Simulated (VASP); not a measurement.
# CsSnI3 (Pm-3m) in VASP: a series of runs

Runs on CsSnI3. Level: PBE. Tasks: single point, relaxation of cell and atoms.

Everything below comes from runs of VASP 6.6.1. Logs are shortened: lines on timing, memory, paths and dates and some standing lists are left out, and cuts for length are marked.

**1. The cell of the first run**

It takes space group Pm-3m (No. 221, cubic). Conventional cell: a = 6.283 Å, b = 6.283 Å, c = 6.283 Å, α = 90.00°, β = 90.00°, γ = 90.00°. Within 5.8 Å of Cs (site symmetry m-3m) lie 12 I at 4.44 Å and 8 Sn at 5.44 Å. Within 4.1 Å of Sn (site symmetry m-3m) lie 6 I at 3.14 Å. I (site symmetry 4/mmm) has 2 Sn at 3.14 Å within 4.1 Å.

**2. Single point, PBE**

INCAR reads:

```
PREC = Accurate
ENCUT = 520
EDIFF = 1E-7
ISMEAR = 0
SIGMA = 0.05
LREAL = False
LASPH = True
NELM = 100
ALGO = Normal
ISIF = 2
LWAVE = False
LCHARG = False
GGA = PE
NBANDS = 30
```

KPOINTS reads:

```
regular mesh
0
Gamma
  6 6 6
```

POSCAR reads:

```
CsSnI3
1.0
    6.2831703419      0.0000000000      0.0000000000
    0.0000000000      6.2831703419      0.0000000000
    0.0000000000      0.0000000000      6.2831703419
Cs Sn I
1 1 3
Direct
    0.0000000000      0.0000000000      0.0000000000
    0.5000000000      0.5000000000      0.5000000000
    0.0000000000      0.5000000000      0.5000000000
    0.5000000000      0.0000000000      0.5000000000
    0.5000000000      0.5000000000      0.0000000000
```

Potentials or basis: VASP PAW PBE potentials, release 64 (Cs_sv, Sn_d, I).

Started as:

```console
$ cat potpaw_PBE.64/Cs_sv/POTCAR potpaw_PBE.64/Sn_d/POTCAR potpaw_PBE.64/I/POTCAR > POTCAR
$ mpirun -np 1 vasp_std > vasp.out
```

OUTCAR:

```text
PREC = Accurate
   ENCUT = 520
   EDIFF = 1E-7
   ISMEAR = 0
   LREAL = False
   LASPH = True
   NELM = 100
   ISIF = 2
   GGA = PE

 ion  position               nearest neighbor table
   1  0.000  0.000  0.000-
   2  0.500  0.500  0.500-   3 3.14   4 3.14   5 3.14   5 3.14   4 3.14   3 3.14
   3  0.000  0.500  0.500-   2 3.14   2 3.14
   4  0.500  0.000  0.500-   2 3.14   2 3.14
   5  0.500  0.500  0.000-   2 3.14   2 3.14

  LATTYP: Found a simple cubic cell.
 ALAT       =     6.2831703419

  Lattice vectors:

 A1 = (   6.2831703419,   0.0000000000,   0.0000000000)
 A2 = (   0.0000000000,   6.2831703419,   0.0000000000)
 A3 = (   0.0000000000,   0.0000000000,   6.2831703419)

Analysis of symmetry for initial positions (statically):
=====================================================================
 Subroutine PRICEL returns:
 Original cell was already a primitive cell.

 Routine SETGRP: Setting up the symmetry group for a
 simple cubic supercell.

 Subroutine GETGRP returns: Found 48 space group operations
 (whereof 48 operations were pure point group operations)
 out of a pool of 48 trial point group operations.

The static configuration has the point symmetry O_h .

Analysis of symmetry for dynamics (positions and initial velocities):
=====================================================================
 Subroutine PRICEL returns:
 Original cell was already a primitive cell.

 Routine SETGRP: Setting up the symmetry group for a
 simple cubic supercell.

 Subroutine GETGRP returns: Found 48 space group operations
 (whereof 48 operations were pure point group operations)
 out of a pool of 48 trial point group operations.

The dynamic configuration has the point symmetry O_h .

 Subroutine INISYM returns: Found 48 space group operations
 (whereof 48 operations are pure point group operations),
 and found     1 'primitive' translations

----------------------------------------------------------------------------------------

                                     Primitive cell

  volume of cell :     248.0484

  direct lattice vectors                    reciprocal lattice vectors
     6.283170342  0.000000000  0.000000000     0.159155322  0.000000000  0.000000000
     0.000000000  6.283170342  0.000000000     0.000000000  0.159155322  0.000000000
     0.000000000  0.000000000  6.283170342     0.000000000  0.000000000  0.159155322

  length of vectors
     6.283170342  6.283170342  6.283170342     0.159155322  0.159155322  0.159155322

  position of ions in fractional coordinates (direct lattice)
     0.000000000  0.000000000  0.000000000
     0.500000000  0.500000000  0.500000000
     0.000000000  0.500000000  0.500000000
     0.500000000  0.000000000  0.500000000
     0.500000000  0.500000000  0.000000000

  ion indices of the primitive-cell ions
   primitive index   ion index
                 1           1
                 2           2
                 3           3
                 4           4
                 5           5

----------------------------------------------------------------------------------------

 KPOINTS: regular mesh

Automatic generation of k-mesh.
 Grid dimensions read from file:
 generate k-points for:    6    6    6

 Generating k-lattice:

  Cartesian coordinates                     Fractional coordinates (reciprocal lattice)
     0.026525887  0.000000000  0.000000000     0.166666667  0.000000000  0.000000000
     0.000000000  0.026525887  0.000000000     0.000000000  0.166666667  0.000000000
     0.000000000  0.000000000  0.026525887     0.000000000  0.000000000  0.166666667

  Length of vectors
     0.026525887  0.026525887  0.026525887

  Shift w.r.t. Gamma in fractional coordinates (k-lattice)
     0.000000000  0.000000000  0.000000000

 Subroutine IBZKPT returns following result:
 ===========================================

 Found     20 irreducible k-points:

 Following reciprocal coordinates:
            Coordinates               Weight
  0.000000  0.000000  0.000000      1.000000
  0.166667  0.000000  0.000000      6.000000
  0.333333  0.000000  0.000000      6.000000
  0.500000  0.000000  0.000000      3.000000
  0.166667  0.166667  0.000000     12.000000
  0.333333  0.166667  0.000000     24.000000
[... 12 lines left out ...]
  0.500000  0.500000  0.333333      6.000000
  0.500000  0.500000  0.500000      1.000000
   k-points           NKPTS =     20   k-points in BZ     NKDIM =     20   number of bands    NBANDS=     30
   number of dos      NEDOS =    301   number of ions     NIONS =      5
   total plane-waves  NPLWV = 110592
   dimension x,y,z NGX =    48 NGY =   48 NGZ =   48
   dimension x,y,z NGXF=    96 NGYF=   96 NGZF=   96
   ions per type =               1   1   3
   NGX,Y,Z   is equivalent  to a cutoff of  12.70, 12.70, 12.70 a.u.
   NGXF,Y,Z  is equivalent  to a cutoff of  25.40, 25.40, 25.40 a.u.
 SYSTEM =  unknown system
   PREC   = accura    normal or accurate (medium, high low for compatibility)
   ISTART =      0    job   : 0-new  1-cont  2-samecut
   ICHARG =      2    charge: 1-file 2-atom 10-const
   ISPIN  =      1    spin polarized calculation?
   LNONCOLLINEAR =      F non collinear calculations
   LSORBIT =      F    spin-orbit coupling
   LASPH  =      T    aspherical Exc in radial PAW
   ENCUT  =  520.0 eV  38.22 Ry    6.18 a.u.  11.68 11.68 11.68*2*pi/ulx,y,z
   NELM   =    100;   NELMIN=  2; NELMDL= -5     # of ELM steps
   EDIFF  = 0.1E-06   stopping-criterion for ELM
   LREAL  =      F    real-space projection
   EDIFFG = 0.1E-05   stopping-criterion for IOM
   NSW    =      0    number of steps for IOM
   IBRION =     -1    ionic relax: 0-MD 1-quasi-New 2-CG
   NFREE  =      0    steps in history (QN), initial steepest desc. (CG)
   ISIF   =      2    stress and relaxation
   ISYM   =      2    0-nonsym 1-usesym 2-fastsym
   POTIM  = 0.5000    time-step for ionic-motion
   TEBEG  =    0.0;   TEEND  =   0.0 temperature during run
   PSTRESS=    0.0 pullay stress
   NELECT =      44.0000    total number of electrons
   NUPDOWN=      -1.0000    fix difference up-down
   EMIN   =  10.00;   EMAX   =-10.00  energy-range for DOS
   EFERMI =   0.00;   METHOD = LEGACY
   ISMEAR =     0;   SIGMA  =   0.05  broadening in eV -4-tet -1-fermi 0-gaus
   EFERMI_NEDOS =   21; number of points for ismear=-14 and -15
   IALGO  =     38    algorithm
   IMIX   =      4    mixing-type and parameters
     AMIX     =   0.40;   BMIX     =  1.00
     AMIX_MAG =   1.60;   BMIX_MAG =  1.00
  volume/ion in A,a.u.               =      49.61       334.78
  Fermi-wavevector in a.u.,A,eV,Ry     =   0.919843  1.738251 11.512033  0.846111
  Thomas-Fermi vector in A             =   2.045082
   LORBIT       =      0    0 simple, 1 ext, 2 COOP (PROOUT), +10 PAW based schemes
   GGA     = PE    functional components
   LHFCALC =     F    Hartree Fock is set to
   AEXX    =    0.0000 exact exchange contribution
   IVDW    =     0    specifies the selected vdW correction
   LEPSILON=     F    determine dielectric tensor
   LRPA    =     F    only Hartree local field effects (RPA)
 non-spin polarized calculation
 Gauss-broadening in eV      SIGMA  =   0.05
  energy-cutoff  :      520.00
  volume of cell :      248.05
 maximum number of plane-waves:      6704
 NGX is ok and might be reduce to    48
   NGX = 23   NGY = 23   NGZ = 23

 number of electron      43.9999981 magnetization

 Free energy of the ion-electron system (eV)
  ---------------------------------------------------
  ext. energy  EPLUGINS =         0.00000000
  ---------------------------------------------------
  free energy    TOTEN  =       -14.02992667 eV

  energy without entropy =      -14.02992667  energy(sigma->0) =      -14.02992667

 E-fermi :   2.6895     XC(G=0):  -7.3722

 val. band max:        2.4488305285   @ k =   0.5000   0.5000   0.5000
 cond. band min:       2.9187683076   @ k =   0.5000   0.5000   0.5000
 fundamental gap:      0.4699377791
 Fermi energy:         2.6894608939

 k-point     1 :       0.0000    0.0000    0.0000
  band No.  band energies     occupation
      1     -19.7294      2.00000
      2     -19.5567      2.00000
      3     -19.5567      2.00000
      4     -19.5412      2.00000
      5     -19.5412      2.00000
      6     -19.5412      2.00000
[... 22 lines left out ...]
     29       7.0764      0.00000
     30       7.0764      0.00000

 k-point     2 :       0.1667    0.0000    0.0000
  band No.  band energies     occupation
      1     -19.7294      2.00000
      2     -19.5567      2.00000
      3     -19.5564      2.00000
      4     -19.5412      2.00000
      5     -19.5412      2.00000
      6     -19.5412      2.00000
[... 22 lines left out ...]
     29       6.3280      0.00000
     30       7.0392      0.00000

 k-point     3 :       0.3333    0.0000    0.0000
  band No.  band energies     occupation
      1     -19.7292      2.00000
      2     -19.5567      2.00000
      3     -19.5558      2.00000
      4     -19.5413      2.00000
      5     -19.5413      2.00000
      6     -19.5412      2.00000
[... 22 lines left out ...]
     29       6.6959      0.00000
     30       7.2155      0.00000

 k-point     4 :       0.5000    0.0000    0.0000
  band No.  band energies     occupation
      1     -19.7291      2.00000
      2     -19.5567      2.00000
      3     -19.5555      2.00000
      4     -19.5413      2.00000
      5     -19.5413      2.00000
      6     -19.5412      2.00000
[... 484 lines left out ...]
     29       6.9032      0.00000
     30       7.4741      0.00000

 k-point    19 :       0.5000    0.5000    0.3333
  band No.  band energies     occupation
      1     -19.7286      2.00000
      2     -19.5552      2.00000
      3     -19.5549      2.00000
      4     -19.5414      2.00000
      5     -19.5414      2.00000
      6     -19.5414      2.00000
[... 22 lines left out ...]
     29       6.7389      0.00000
     30       7.6016      0.00000

 k-point    20 :       0.5000    0.5000    0.5000
  band No.  band energies     occupation
      1     -19.7286      2.00000
      2     -19.5548      2.00000
      3     -19.5548      2.00000
      4     -19.5414      2.00000
      5     -19.5414      2.00000
      6     -19.5414      2.00000
[... 22 lines left out ...]
     29       6.6170      0.00000
     30       7.7667      0.00000

------------------------ aborting loop because EDIFF is reached ----------------------------------------

  FORCE on cell =-STRESS in cart. coord.  units (eV):
  Direction    XX          YY          ZZ          XY          YZ          ZX
  --------------------------------------------------------------------------------------
  -------------------------------------------------------------------------------------
  Total        0.0246281      0.0246281      0.0246281      0.0000000      0.0000000     -0.0000000
  in kB        0.1590760      0.1590760      0.1590760      0.0000000      0.0000000     -0.0000000
  external PRESSURE =       0.1590760 kB  Pullay stress =       0.0000000 kB

 VOLUME and BASIS-vectors are now :
 -----------------------------------------------------------------------------
  energy-cutoff  :      520.00
  volume of cell :      248.05
      direct lattice vectors                 reciprocal lattice vectors
     6.283170342  0.000000000  0.000000000     0.159155322  0.000000000  0.000000000
     0.000000000  6.283170342  0.000000000     0.000000000  0.159155322  0.000000000
     0.000000000  0.000000000  6.283170342     0.000000000  0.000000000  0.159155322

 POSITION                                       TOTAL-FORCE (eV/Angst)
 -----------------------------------------------------------------------------------
      0.00000      0.00000      0.00000         0.000000      0.000000      0.000000
      3.14159      3.14159      3.14159         0.000000      0.000000      0.000000
      0.00000      3.14159      3.14159         0.000000      0.000000      0.000000
      3.14159      0.00000      3.14159         0.000000      0.000000      0.000000
      3.14159      3.14159      0.00000         0.000000      0.000000      0.000000
 -----------------------------------------------------------------------------------
    total drift:                                0.000000     -0.000000     -0.000000

  FREE ENERGIE OF THE ION-ELECTRON SYSTEM (eV)
  ---------------------------------------------------
  free  energy   TOTEN  =       -14.0299266655 eV

  energy  without entropy=      -14.0299266655  energy(sigma->0) =      -14.02992667
```

Run time: 79 s. Hardware: 1 thread of Intel Xeon 6975P-C (Granite Rapids), shared host; peak memory 0.41 GiB.

Results:

| Item | Value |
| --- | --- |
| Free energy | -14.0299 eV |
| Pressure | 0.0 GPa |
| Band gap on the k mesh | 0.47 eV |

Caveat: semilocal functionals underestimate gaps, and a narrow one can read as zero; spin-orbit coupling is left out, which moves the levels of the heavy elements. A k mesh can miss the band edges.

(Continued in part 2 of 2.)
